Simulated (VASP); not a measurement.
# AlP (F-43m) in VASP: settings compared, part 2 of 2

VASP 6.6.1. Earlier steps stand in the parts before.

## 3. Single point, PBE (strain +4.0%)

INCAR reads:

```
SYSTEM = AlP
PREC     = Accurate       ! precision mode
ENCUT    = 500            ! plane-wave cutoff, eV
EDIFF    = 1E-6           ! SCF threshold, eV
ISMEAR   = -1             ! smearing method
SIGMA    = 0.02           ! smearing width, eV
LREAL    = .FALSE.        ! projectors in reciprocal space
LASPH    = .TRUE.         ! aspherical terms in the spheres
NELM     = 120            ! most SCF steps
ALGO     = Normal         ! electronic algorithm
ISIF     = 2              ! what is computed and relaxed
LWAVE    = .FALSE.        ! write WAVECAR
LCHARG   = .TRUE.         ! write CHGCAR
GGA      = PE             ! functional
LELF     = .TRUE.         ! ELF
LVHAR    = .TRUE.       
NBANDS   = 11             ! bands
GGA_COMPAT= .FALSE.
```

KPOINTS reads:

```
regular mesh
0
G
  8 8 8
  0 0 0
```

POSCAR reads:

```
AlP
1.0
    0.0000000000      2.8488274949      2.8488274949
    2.8488274949      0.0000000000      2.8488274949
    2.8488274949      2.8488274949      0.0000000000
Al P
1 1
Direct
    0.0000000000      0.0000000000      0.0000000000
    0.2500000000      0.2500000000      0.2500000000
```

Potentials or basis: VASP PAW PBE potentials, release 64 (Al, P).

Run with:

```bash
> cat potpaw_PBE.64/Al/POTCAR potpaw_PBE.64/P/POTCAR > POTCAR
> mpirun -np 1 vasp_std > vasp.out
```

OUTCAR:

```text
SYSTEM = AlP
   PREC = Accurate
   ENCUT = 500
   EDIFF = 1E-6
   ISMEAR = -1
   LREAL = .FALSE.
   LASPH = .TRUE.
   NELM = 120
   ISIF = 2
   GGA = PE

 ion  position               nearest neighbor table
   1  0.000  0.000  0.000-   2 2.47   2 2.47   2 2.47   2 2.47
   2  0.250  0.250  0.250-   1 2.47   1 2.47   1 2.47   1 2.47

  LATTYP: Found a face centered cubic cell.
 ALAT       =     5.6976549898

  Lattice vectors:

 A1 = (   0.0000000000,   2.8488274949,   2.8488274949)
 A2 = (   2.8488274949,   0.0000000000,   2.8488274949)
 A3 = (   2.8488274949,   2.8488274949,   0.0000000000)

Analysis of symmetry for initial positions (statically):
=====================================================================
 Subroutine PRICEL returns:
 Original cell was already a primitive cell.

 Routine SETGRP: Setting up the symmetry group for a
 face centered cubic supercell.

 Subroutine GETGRP returns: Found 24 space group operations
 (whereof 24 operations were pure point group operations)
 out of a pool of 48 trial point group operations.

The static configuration has the point symmetry T_d .

Analysis of symmetry for dynamics (positions and initial velocities):
[... 164 lines left out ...]
 Fermi energy:         3.8719656661

 k-point     1 :       0.0000    0.0000    0.0000
  band No.  band energies     occupation
      1      -7.3430      2.00000
      2       3.4775      2.00000
      3       3.4775      2.00000
      4       3.4775      2.00000
      5       5.7217      0.00000
      6       7.8538      0.00000
      7       7.8538      0.00000
      8       7.8538      0.00000
      9      12.1578      0.00000
     10      12.1578      0.00000
     11      12.9253      0.00000
[... 309 lines left out ...]
 k-point    24 :      -0.3750    0.2500    0.1250
  band No.  band energies     occupation
      1      -5.7042      2.00000
      2      -1.2526      2.00000
      3       1.1698      2.00000
      4       2.1850      2.00000
      5       7.1867      0.00000
      6       7.8558      0.00000
      7       9.9123      0.00000
      8      10.7669      0.00000
      9      11.9032      0.00000
     10      14.3669      0.00000
     11      15.3614      0.00000

 [... further k-points ...]
[... 5 lines left out ...]
  --------------------------------------------------------------------------------------
  -------------------------------------------------------------------------------------
  Total       -1.9764617     -1.9764617     -1.9764617      0.0000000      0.0000000      0.0000000
  in kB      -68.4810685    -68.4810685    -68.4810685      0.0000000      0.0000000      0.0000000
  external PRESSURE =     -68.4810685 kB  Pullay stress =       0.0000000 kB

 VOLUME and BASIS-vectors are now :
 -----------------------------------------------------------------------------
  energy-cutoff  :      500.00
  volume of cell :       46.24
      direct lattice vectors                 reciprocal lattice vectors
     0.000000000  2.848827495  2.848827495    -0.175510803  0.175510803  0.175510803
     2.848827495  0.000000000  2.848827495     0.175510803 -0.175510803  0.175510803
     2.848827495  2.848827495  0.000000000     0.175510803  0.175510803 -0.175510803

 POSITION                                       TOTAL-FORCE (eV/Angst)
 -----------------------------------------------------------------------------------
      0.00000      0.00000      0.00000        -0.000000     -0.000000      0.000000
      1.42441      1.42441      1.42441         0.000000      0.000000     -0.000000
 -----------------------------------------------------------------------------------
    total drift:                               -0.000000     -0.000000     -0.000000

  FREE ENERGIE OF THE ION-ELECTRON SYSTEM (eV)
  ---------------------------------------------------
  free  energy   TOTEN  =       -10.2715741303 eV

  energy  without entropy=      -10.2715741303  energy(sigma->0) =      -10.27157413
```

OSZICAR:

```text
N       E                     dE             d eps       ncg     rms          rms(c)
DAV:   1     0.107586037426E+02    0.10759E+02   -0.28898E+03   646   0.519E+02
DAV:   2    -0.968013713197E+01   -0.20439E+02   -0.19524E+02   803   0.858E+01
DAV:   3    -0.105797041139E+02   -0.89957E+00   -0.89806E+00   842   0.174E+01
DAV:   4    -0.105867372216E+02   -0.70331E-02   -0.70324E-02   774   0.179E+00
DAV:   5    -0.105868853753E+02   -0.14815E-03   -0.14815E-03   816   0.245E-01    0.401E+00
DAV:   6    -0.102996800364E+02    0.28721E+00   -0.68344E-01   716   0.290E+00    0.246E+00
DAV:   7    -0.102707370824E+02    0.28943E-01   -0.18211E-01   760   0.169E+00    0.131E+00
DAV:   8    -0.102714850748E+02   -0.74799E-03   -0.14490E-02   724   0.572E-01    0.280E-01
DAV:   9    -0.102713547647E+02    0.13031E-03   -0.83043E-04   745   0.147E-01    0.129E-01
DAV:  10    -0.102715680229E+02   -0.21326E-03   -0.37756E-04   722   0.956E-02    0.215E-02
DAV:  11    -0.102715725967E+02   -0.45738E-05   -0.32206E-05   806   0.239E-02    0.100E-02
DAV:  12    -0.102715737073E+02   -0.11106E-05   -0.15309E-06   750   0.743E-03    0.467E-03
DAV:  13    -0.102715741303E+02   -0.42304E-06   -0.52870E-07   722   0.400E-03
   1 F= -.10271574E+02 E0= -.10271574E+02  d E =-.134184E-10
```

It took 8.8 s on 1 thread of AMD EPYC 9R45 (Zen 5), shared host; peak memory 0.13 GiB.

Results:

- Free energy: -10.2716 eV
- Pressure: -6.8 GPa
- Band gap on the k mesh: 1.80 eV, indirect (least direct gap 2.24 eV)

Levels at points of the mesh, in eV from the valence-band top:
| k point | band 1 | band 2 | band 3 | band 4 | band 5 | band 6 | band 7 | band 8 |
| --- | --- | --- | --- | --- | --- | --- | --- | --- |
| (0.00, 0.00, 0.00) | -10.82 | 0.00 | 0.00 | 0.00 | 2.24 | 4.38 | 4.38 | 4.38 |
| (0.50, 0.00, 0.00) | -9.44 | -5.00 | -0.69 | -0.69 | 2.34 | 4.76 | 4.76 | 7.89 |
| (0.50, 0.50, 0.00) | -8.90 | -4.90 | -1.85 | -1.85 | 1.80 | 2.48 | 9.99 | 9.99 |

Caveat: the cell differs from its parent crystal (strain +4.0%). A k mesh can miss the band edges.

## 4. Single point, r2SCAN (strain -4.0%)

POSCAR reads:

```
AlP
1.0
    0.0000000000      2.6296869183      2.6296869183
    2.6296869183      0.0000000000      2.6296869183
    2.6296869183      2.6296869183      0.0000000000
Al P
1 1
Direct
    0.0000000000      0.0000000000      0.0000000000
    0.2500000000      0.2500000000      0.2500000000
```

INCAR.step1 reads:

```
  PREC = Accurate
  ENCUT = 550
  ISMEAR = 0
  SIGMA = 0.01
  LREAL = False
  LASPH = True
  NELM = 120
  NBANDS = 11
  GGA = PE
  ALGO = Normal
  EDIFF = 1E-5
  LWAVE = True
  LCHARG = False
  GGA_COMPAT = False
```

INCAR.step2 reads:

```
  PREC = Accurate
  ENCUT = 550
  EDIFF = 1E-6
  ISMEAR = 0
  SIGMA = 0.01
  LREAL = False
  LASPH = True
  NELM = 120
  ALGO = Normal
  ISIF = 2
  LWAVE = False
  LCHARG = False
  METAGGA = R2SCAN
  LMIXTAU = True
  NBANDS = 11
  ISTART = 1
  GGA_COMPAT = False
```

KPOINTS reads:

```
Automatic mesh
0
Gamma
  8 8 8
```

Run with:

```bash
> cat potpaw_PBE.64/Al/POTCAR potpaw_PBE.64/P/POTCAR > POTCAR
> cp INCAR.step1 INCAR
> mpirun -np 1 vasp_std > vasp.out
> cp INCAR.step2 INCAR
> mpirun -np 1 vasp_std > vasp.out
```

It took 32 s on 1 thread of AMD EPYC 9R45 (Zen 5), shared host; peak memory 0.13 GiB.

It converged, with:

| Quantity | Value |
| --- | --- |
| Free energy | -17.0300 eV |
| Pressure | 13.8 GPa |
| Band gap on the k mesh | 1.68 eV, indirect (least direct gap 4.10 eV) |

Levels at points of the mesh, in eV from the valence-band top:
```
           k point  band 2  band 3  band 4  band 5  band 6  band 7
(0.00, 0.00, 0.00)    0.00    0.00    0.00    5.06    5.14    5.14
(0.50, 0.00, 0.00)   -6.22   -0.86   -0.86    3.78    5.24    5.24
(0.50, 0.50, 0.00)   -5.85   -2.42   -2.42    1.67    2.80   12.96
```

Caveat: the cell differs from its parent crystal (strain -4.0%); the PAW data sets were made with another functional, which shifts forces and pressure a little. A k mesh can miss the band edges.

## 5. Single point, r2SCAN (strain -3.0%)

POSCAR reads:

```
AlP
1.0
    0.0000000000      2.6570794904      2.6570794904
    2.6570794904      0.0000000000      2.6570794904
    2.6570794904      2.6570794904      0.0000000000
Al P
1 1
Direct
    0.0000000000      0.0000000000      0.0000000000
    0.2500000000      0.2500000000      0.2500000000
```

INCAR.step1 reads:

```
SYSTEM = AlP
  ALGO = Normal
  EDIFF = 1E-5
  ENCUT = 550
  GGA = PE
  GGA_COMPAT = .False.
  ISMEAR = 0
  LASPH = .True.
  LCHARG = .False.
  LREAL = .False.
  LWAVE = .True.
  NBANDS = 11
  NELM = 120
  PREC = Accurate
  SIGMA = 0.01
```

INCAR.step2 reads:

```
SYSTEM = AlP
  ALGO = Normal
  EDIFF = 1E-6
  ENCUT = 550
  GGA_COMPAT = .False.
  ISIF = 2
  ISMEAR = 0
  ISTART = 1
  LASPH = .True.
  LCHARG = .False.
  LMIXTAU = .True.
  LREAL = .False.
  LWAVE = .False.
  METAGGA = R2SCAN
  NBANDS = 11
  NELM = 120
  PREC = Accurate
  SIGMA = 0.01
```

KPOINTS reads:

```
k-points
0
Gamma
  8 8 8
  0 0 0
```

Run with:

```bash
> cat potpaw_PBE.64/Al/POTCAR potpaw_PBE.64/P/POTCAR > POTCAR
> cp INCAR.step1 INCAR
> mpirun -np 1 vasp_std > vasp.out
> cp INCAR.step2 INCAR
> mpirun -np 1 vasp_std > vasp.out
```

Wall time 34 s (1 thread of AMD EPYC 9R45 (Zen 5), shared host); peak memory 0.14 GiB.

It converged, with:

| Property | Result |
| --- | --- |
| Free energy | -17.1135 eV |
| Pressure | 9.6 GPa |
| Band gap on the k mesh | 1.75 eV, indirect (least direct gap 4.10 eV) |

Levels at points of the mesh, in eV from the valence-band top:
| k point | band 1 | band 2 | band 3 | band 4 | band 5 | band 6 | band 7 | band 8 | band 9 |
| --- | --- | --- | --- | --- | --- | --- | --- | --- | --- |
| (0.00, 0.00, 0.00) | -12.49 | 0.00 | 0.00 | 0.00 | 4.76 | 5.09 | 5.09 | 5.09 | 9.40 |
| (0.50, 0.00, 0.00) | -10.53 | -6.06 | -0.84 | -0.84 | 3.65 | 5.24 | 5.24 | 9.21 | 12.44 |
| (0.50, 0.50, 0.00) | -9.75 | -5.73 | -2.35 | -2.35 | 1.75 | 2.82 | 12.72 | 12.72 | 13.14 |

Caveat: the cell differs from its parent crystal (strain -3.0%); the PAW data sets were made with another functional, which shifts forces and pressure a little. A k mesh can miss the band edges.

## 6. Overview

| level | cell | cutoff (eV) | smearing | gap on the mesh (eV) | pressure (GPa) |
| --- | --- | --- | --- | --- | --- |
| PBE | a = 3.990 Å, angles 60.0°, 2 atoms | 500 | fermi-dirac 0.02 eV | 1.76 | -5.2 |
| PBE | a = 4.029 Å, angles 60.0°, 2 atoms | 500 | fermi-dirac 0.02 eV | 1.80 | -6.8 |
| r2SCAN | a = 3.719 Å, angles 60.0°, 2 atoms | 550 | gaussian 0.01 eV | 1.68 | 13.8 |
| r2SCAN | a = 3.758 Å, angles 60.0°, 2 atoms | 550 | gaussian 0.01 eV | 1.75 | 9.6 |

Alike in all rows: task single point; potentials or basis VASP PAW PBE potentials, release 64 (Al, P); no spin polarisation; k mesh 8 × 8 × 8.

Caveats: the PAW data sets were made with another functional, which shifts forces and pressure a little (some runs).

Total energies depend on the potentials used, so only differences within one code and one set of settings carry meaning.
